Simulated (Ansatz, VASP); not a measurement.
# Bi: VASP beside Ansatz

```
CELL_PARAMETERS angstrom
2.47161 0.00000 0.00000
0.00000 2.47161 0.00000
0.00000 0.00000 2.47161
ATOMIC_POSITIONS crystal
Bi 0.00000 0.00000 0.00000
```

Change from the starting cell: volume scaled by 0.43, PAW files.

Alike in both runs: task single point; functional PBE; k mesh 13 × 13 × 13; occupations fermi-dirac, width 0.08 eV; no spin polarisation.

|  | VASP | Ansatz |
| --- | --- | --- |
| version | VASP 6.6.1 | Ansatz 0.2.0 |
| potentials or method | VASP PAW PBE potentials, release 64 (Bi_d) | PAW with Ansatz's default frozen-core files, scalar-relativistic |
| plane-wave cutoff (eV) | 520 | 420 |
| valence electrons in the cell | 15 | 15 |

|  | VASP | Ansatz | Ansatz less VASP |
| --- | --- | --- | --- |
| pressure (GPa) | 281.0 | 280.9 | -0.15 |

Both programs put the cell under a high pressure, so it lies far from rest at this level.

Neither program's run includes spin-orbit coupling. Noted on VASP's run: the cell as given lies far from equilibrium.
